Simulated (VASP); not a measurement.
**PbS: single point with PBEsol**

Crystal: PbS.

```xyz
4
Lattice="2.1163 -6.0960 0.0000 2.1163 6.0960 0.0000 0.0000 0.0000 4.3541" Properties=species:S:1:pos:R:3 pbc="T T T"
Pb    2.1163   -4.5042    3.2656
Pb    2.1163    4.5042    1.0885
S     2.1163   -1.7703    3.2656
S     2.1163    1.7703    1.0885
```

- Program: VASP 6.6.1
- Task: single point
- Functional: PBEsol
- Potentials or basis: VASP PAW PBE potentials, release 64 (Pb_d, S)
- Cutoff: 520 eV
- k mesh: 6 × 6 × 6
- Occupations: gaussian, width 0.01 eV
- Spin: no spin polarisation
- Dipole correction: no
- Further INCAR settings: ALGO = Normal; EDIFF = 1e-07; NBANDS = 28

| Property | Result |
| --- | --- |
| Pressure | -4.2 GPa |
| Largest force | 0.331 eV/Å |
| Band gap on the k mesh | 1.23 eV (least direct gap 1.39 eV) |

Forces in eV/Å, atoms in the order of the input:
```
Pb   0.000  0.331  0.000
Pb   0.000 -0.331  0.000
S    0.000 -0.162  0.000
S    0.000  0.162  0.000
```

Stress tensor (GPa, compression positive):
```
-4.35  0.00  0.00
 0.00 -3.79  0.00
 0.00  0.00 -4.47
```

Levels at points of the mesh, in eV from the valence-band top:
```
           k point  band 17  band 18  band 19  band 20  band 21  band 22  band 23  band 24
(0.00, 0.00, 0.00)    -2.08    -1.38    -1.21    -0.33     4.55     4.78     4.79     5.41
(0.50, 0.00, 0.00)    -1.10    -0.94    -0.32    -0.25     1.76     1.90     2.28     2.90
(0.50, 0.50, 0.00)    -1.74    -1.59    -1.05    -0.32     1.23     4.39     4.86     4.93
(0.00, 0.00, 0.50)    -0.88    -0.88    -0.05    -0.05     1.84     1.84     2.83     2.83
(0.50, 0.00, 0.50)    -2.78    -2.78    -1.22    -1.22     3.41     3.41     5.14     5.14
(0.50, 0.50, 0.50)    -0.98    -0.98    -0.38    -0.38     1.62     1.62     3.21     3.21
```

Wall time 110 s on 1 thread of AMD EPYC 9R45 96-Core Processor (Zen 5), with other jobs on the host, peak memory 0.29 GiB.

Caveat: the cell stands under tension; the PAW data sets were made with another functional, which shifts forces and pressure a little; spin-orbit coupling is left out, which moves the levels of the heavy elements. A k mesh can miss the band edges.
